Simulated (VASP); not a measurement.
Here is a VASP 6.6.1 calculation.

File INCAR:

```
SYSTEM = Yb
PREC = Accurate
ENCUT = 520
EDIFF = 1E-6
ISMEAR = 0
SIGMA = 0.15
LREAL = .False.
LASPH = .True.
NELM = 80
ALGO = Fast
ISIF = 2
LWAVE = .False.
LCHARG = .False.
GGA = PE
NBANDS = 18
```

File KPOINTS:

```
regular mesh
0
Gamma
  14 14 14
  0 0 0
```

File POSCAR:

```
Yb
1.0
   -0.2154726293      2.6117894455      2.6836136553
    2.3963168162      0.0000000000      2.4681410260
    2.6117894455      2.6117894455     -0.2154726293
Yb
1
Direct
    0.0000000000      0.0000000000      0.0000000000
```

Potentials or basis: VASP PAW PBE potentials, release 64 (Yb).

Run with:

```bash
$ cat potpaw_PBE.64/Yb/POTCAR > POTCAR
$ mpirun -np 1 vasp_std > vasp.out
```

Task: What does it give for the band gap on the k mesh?

Result: Zero (bands 12 and 13 overlap by 0.41 eV).

Task: Predict the pressure.

Result: 0.0 GPa.

Stress tensor (GPa, compression positive):
```
 0.48  0.00  3.46
 0.00 -0.82  0.00
 3.46  0.00  0.26
```

Caveat: the cell differs from its parent crystal (engineering shear strain xz -0.1650, normal strain along z +0.0275); spin-orbit coupling is left out, which moves the levels of the heavy elements. Spin polarisation is off, so any magnetic state and its effect on volume and gap are missing.
